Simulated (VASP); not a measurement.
Input of a VASP 6.6.1 run:

Contents of INCAR:

```
SYSTEM = NiGe3
PREC     = Accurate       ! precision mode
ENCUT    = 520            ! plane-wave cutoff, eV
EDIFF    = 1E-6           ! SCF threshold, eV
ISMEAR   = 0              ! smearing method
SIGMA    = 0.1            ! smearing width, eV
LREAL    = .False.        ! projectors in reciprocal space
LASPH    = .True.         ! aspherical terms in the spheres
NELM     = 150            ! most SCF steps
ALGO     = Normal         ! electronic algorithm
ISIF     = 2              ! what is computed and relaxed
LWAVE    = .False.        ! write WAVECAR
LCHARG   = .False.        ! write CHGCAR
ISPIN    = 2              ! spin polarisation
MAGMOM   = 0.2 0 0 0      ! initial moments
LORBIT   = 11             ! projections on sites
LMAXMIX  = 4              ! l up to which the mixer works
GGA      = PE             ! functional
NBANDS   = 38             ! bands
```

File KPOINTS:

```
regular mesh
0
Gamma
  12 12 12
  0 0 0
```

File POSCAR:

```
NiGe3
1.0
    4.0352632227      0.0000000000      0.0000000000
    0.0000000000      4.0352632227      0.0000000000
    0.0000000000      0.0000000000      4.0352632227
Ni Ge
1 3
Direct
    0.0000000000      0.0000000000      0.0000000000
    0.0000000000      0.5000000000      0.5000000000
    0.5000000000      0.0000000000      0.5000000000
    0.5000000000      0.5000000000      0.0000000000
```

Potentials or basis: VASP PAW PBE potentials, release 64 (Ni, Ge_d).

Run with:

```bash
$ cat potpaw_PBE.64/Ni/POTCAR potpaw_PBE.64/Ge_d/POTCAR > POTCAR
$ mpirun -np 1 vasp_std > vasp.out
```

**Question.** What does it give for the net moment?

**Answer.** 0.00 μB per cell.

**Question.** Estimate the band gap on the k mesh.

**Answer.** Zero (filled and empty bands overlap).

**Question.** Predict the pressure.

**Answer.** 0.0 GPa.
